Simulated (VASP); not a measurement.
## WS2: single point with r2SCAN

WS2, a slab with vacuum:

```
W S
1.0
     2.91500    0.00000    0.00000
    -1.45750    2.52447    0.00000
     0.00000    0.00000   28.21586
W S
2 4
Direct
  0.33333 0.66667 0.63794
  0.66667 0.33333 0.36206
  0.33333 0.66667 0.29624
  0.66667 0.33333 0.57210
  0.33333 0.66667 0.42790
  0.66667 0.33333 0.70376
```

This cell differs from its parent crystal: ratio of the length along z to the lengths across it x 1.3, volume and fractional coordinates fixed.

```
Program             : VASP 6.6.1
Task                : single point
Functional          : r2SCAN
Potentials or basis : VASP PAW PBE potentials, release 64 (W_sv, S)
Cutoff              : 520 eV
k mesh              : 12 × 12 × 2
Occupations         : gaussian, width 0.05 eV
Spin                : no spin polarisation
```

```yaml
Largest_force: 3.301 eV/Å
Band_gap_on_the_k_mesh: 0.43 eV (least direct gap 1.23 eV)
```

Forces on the atoms (eV/Å):
```
W    0.000  0.000 -0.004
W    0.000  0.000  0.004
S    0.000  0.000  3.301
S    0.000  0.000  3.274
S    0.000  0.000 -3.274
S    0.000  0.000 -3.301
```

Levels at points of the mesh, in eV from the valence-band top:
```tsv
k point	band 23	band 24	band 25	band 26	band 27	band 28	band 29	band 30
(0.00, 0.00, 0.00)	0.00	0.00	0.00	0.00	2.97	2.97	2.98	2.98
(0.50, 0.00, 0.00)	-1.78	-1.76	-0.36	-0.35	2.54	2.63	3.20	3.40
(0.00, 0.00, 0.50)	0.00	0.00	0.00	0.00	2.97	2.97	2.98	2.98
(0.50, 0.00, 0.50)	-1.78	-1.76	-0.36	-0.35	2.54	2.63	3.20	3.40
```

Wall time 19 min on 1 thread of Intel(R) Xeon(R) 6975P-C (Granite Rapids) (shared host), peak memory 0.53 GiB.

Caveat: there is no dipole correction, which matters where the two faces differ; the PAW data sets were made with another functional, which shifts forces and pressure a little; spin-orbit coupling is left out, which moves the levels of the heavy elements.
